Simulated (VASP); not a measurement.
Here is a VASP 6.6.1 calculation.

File INCAR:

```
ALGO = Normal
EDIFF = 1E-7
ENCUT = 520
GGA = PE
ISIF = 2
ISMEAR = 0
LASPH = T
LCHARG = F
LREAL = F
LWAVE = F
NBANDS = 16
NELM = 80
PREC = Accurate
SIGMA = 0.05
```

KPOINTS

```
k-points
0
Gamma
  10 10 10
```

File POSCAR:

```
CdTe
1.0
    0.0000000000      3.2590563829      3.3086866831
    3.2590563829      0.0000000000      3.3086866831
    3.2590563829      3.2590563829      0.0000000000
Cd Te
1 1
Direct
    0.0000000000      0.0000000000      0.0000000000
    0.7500000000      0.7500000000      0.7500000000
```

Potentials or basis: VASP PAW PBE potentials, release 64 (Cd, Te).

Launch:

```sh
$ cat potpaw_PBE.64/Cd/POTCAR potpaw_PBE.64/Te/POTCAR > POTCAR
$ mpirun -np 1 vasp_std > vasp.out
```

Question: What does it give for the pressure?

Answer: 1.3 GPa.

Question: Predict the band gap on the k mesh.

Answer: 0.66 eV.

Stress tensor (GPa, compression positive):
```
1.35 0.00 0.00
0.00 1.35 0.00
0.00 0.00 1.11
```

Caveat: the cell differs from its parent crystal (strain -0.015 along x and y, +0.000 along z); spin-orbit coupling is left out, which moves the levels of the heavy elements.
